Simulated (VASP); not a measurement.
Mg: relaxation of the atoms with PBE

Mg:

```
Mg
1.0
     3.08093    0.00000    0.00000
    -1.54046    2.77934    0.00000
     0.00000    0.00000    5.21030
Mg
2
Cartesian
  1.5405 0.9264 3.9077
  0.0000 1.8529 1.3026
```

| Quantity | Value |
| --- | --- |
| Program | VASP 6.6.1 |
| Task | relaxation of the atoms |
| Functional | PBE |
| Potentials or basis | VASP PAW PBE potentials, release 64 (Mg) |
| Cutoff | 520 eV |
| k mesh | 10 × 10 × 5 |
| Occupations | fermi-dirac, width 0.05 eV |
| Spin | no spin polarisation |
| Dipole correction | no |
| Further INCAR settings | ALGO = Normal; EDIFF = 1e-07; IBRION = 2; EDIFFG = -0.02; NSW = 80 |

```
Energy gained by relaxing    : 0.3 meV/atom
Ionic steps                  : 4
Pressure after relaxing      : 1.1 GPa
Largest force after relaxing : 0.010 eV/Å
Band gap on the k mesh       : zero (bands 2 and 3 overlap by 2.10 eV)
```

Forces on the atoms (eV/Å):
```
Mg   0.000 -0.010  0.000
Mg   0.000  0.010  0.000
```

Stress tensor (GPa, compression positive):
```
1.70 0.00 0.00
0.00 0.25 0.00
0.00 0.00 1.25
```

Step by step:
```
step  energy change (eV)  largest force (eV/Å)  pressure (GPa)
   1              0.0000                0.0321            1.08
   2             -0.0001                0.0300            1.08
   3             -0.0003                0.0236            1.08
   4             -0.0007                0.0104            1.07
```

Final structure:
```
Mg
1.0
     3.08093    0.00000    0.00000
    -1.54046    2.77934    0.00000
     0.00000    0.00000    5.21030
Mg
2
Direct
  0.66388 0.32777 0.75000
  0.33612 0.67223 0.25000
```

Levels at points of the mesh, in eV from the Fermi level:
| k point | band 1 | band 2 | band 3 | band 4 | band 5 |
| --- | --- | --- | --- | --- | --- |
| (0.00, 0.00, 0.00) | -7.11 | -1.89 | -1.48 | 10.76 | 10.96 |
| (0.50, 0.00, 0.00) | -2.11 | -2.01 | 2.74 | 3.02 | 3.25 |
| (0.00, 0.50, 0.00) | -2.36 | -2.35 | 2.41 | 2.78 | 3.03 |

It took 14 s on 1 thread of Intel(R) Xeon(R) 6975P-C (Granite Rapids) (shared host), peak memory 0.17 GiB.
